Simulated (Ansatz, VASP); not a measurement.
## In2O3: VASP beside Ansatz

INCAR

```
SYSTEM = In2O3
ALGO     = Normal         ! electronic algorithm
EDIFF    = 1E-6           ! SCF threshold, eV
EDIFFG   = -0.01          ! ionic threshold
ENCUT    = 600            ! plane-wave cutoff, eV
GGA      = PE             ! functional
IBRION   = 2              ! ionic algorithm
ISIF     = 3              ! what is computed and relaxed
ISMEAR   = 0              ! smearing method
LASPH    = .True.         ! aspherical terms in the spheres
LCHARG   = .False.        ! write CHGCAR
LREAL    = .False.        ! projectors in reciprocal space
LWAVE    = .False.        ! write WAVECAR
NELM     = 100            ! most SCF steps
NSW      = 100            ! ionic steps
PREC     = Accurate       ! precision mode
SIGMA    = 0.02           ! smearing width, eV
```

The input KPOINTS:

```
k-points
0
Gamma
  6 6 6
  0 0 0
```

POSCAR

```
In2O3
1.0
    2.7875265541      1.6093792064      4.9128731868
   -2.7875265541      1.6093792064      4.9128731868
    0.0000000000     -3.2187584128      4.9128731868
In O
4 6
Direct
    0.1426842909      0.1426842909      0.1426842909
    0.3573157091      0.3573157091      0.3573157091
    0.8573157091      0.8573157091      0.8573157091
    0.6426842909      0.6426842909      0.6426842909
    0.5465624870      0.2500000000      0.9534375130
    0.2500000000      0.9534375130      0.5465624870
    0.9534375130      0.5465624870      0.2500000000
    0.4534375130      0.7500000000      0.0465624870
    0.0465624870      0.4534375130      0.7500000000
    0.7500000000      0.0465624870      0.4534375130
```

Input for Ansatz:

```yaml
crystal:
  lattice:
    - [2.7875265541, 1.6093792064, 4.9128731868]
    - [-2.7875265541, 1.6093792064, 4.9128731868]
    - [0.0, -3.2187584128, 4.9128731868]
  atoms:
    - { symbol: In, position: [0.1426842909, 0.1426842909, 0.1426842909] }
    - { symbol: In, position: [0.3573157091, 0.3573157091, 0.3573157091] }
    - { symbol: In, position: [0.8573157091, 0.8573157091, 0.8573157091] }
    - { symbol: In, position: [0.6426842909, 0.6426842909, 0.6426842909] }
    - { symbol: O, position: [0.546562487, 0.25, 0.953437513] }
    - { symbol: O, position: [0.25, 0.953437513, 0.546562487] }
    - { symbol: O, position: [0.953437513, 0.546562487, 0.25] }
    - { symbol: O, position: [0.453437513, 0.75, 0.046562487] }
    - { symbol: O, position: [0.046562487, 0.453437513, 0.75] }
    - { symbol: O, position: [0.75, 0.046562487, 0.453437513] }
basis:
  ecutwfc: 420
kpoints:
  mp_grid: { grid: [6, 6, 6] }
hamiltonian:
  xc: pbe
scf:
  occupations: { method: gaussian, width: 0.02 }
output:
  forces: true
  stress: true
  eigenvalues: true
  write_density: true
  write_potential: true
  elf: true
  volumetric_format: npy
relax:
  adjacent_minimum: "off"
  f_tol: 0.01
  max_steps: 80
  cell: { stress_tol: 0.05 }
```

Alike in both runs: task relaxation of cell and atoms; functional PBE; k mesh 6 × 6 × 6; occupations gaussian, width 0.02 eV; no spin polarisation.

|  | VASP | Ansatz |
| --- | --- | --- |
| version | VASP 6.6.1 | Ansatz 0.2.0 |
| potentials or method | VASP PAW PBE potentials, release 64 (In_d, O), cutoff 600 eV | scalar-relativistic, plane waves, PAW |
| valence electrons in the cell | 88 | 88 |

Ansatz gave:

```
gap on the k mesh at the Fermi level, each at its own relaxed structure (eV) : 0.97
relaxed volume (Å³/atom)                                                     : 13.24
relaxed cell length with the largest relative difference (Å)                 : 5.879
```

Q: Which values does VASP return?

A: gap on the k mesh at the Fermi level, each at its own relaxed structure (eV): 0.95; relaxed volume (Å³/atom): 13.26; relaxed cell length with the largest relative difference (Å): 5.879.
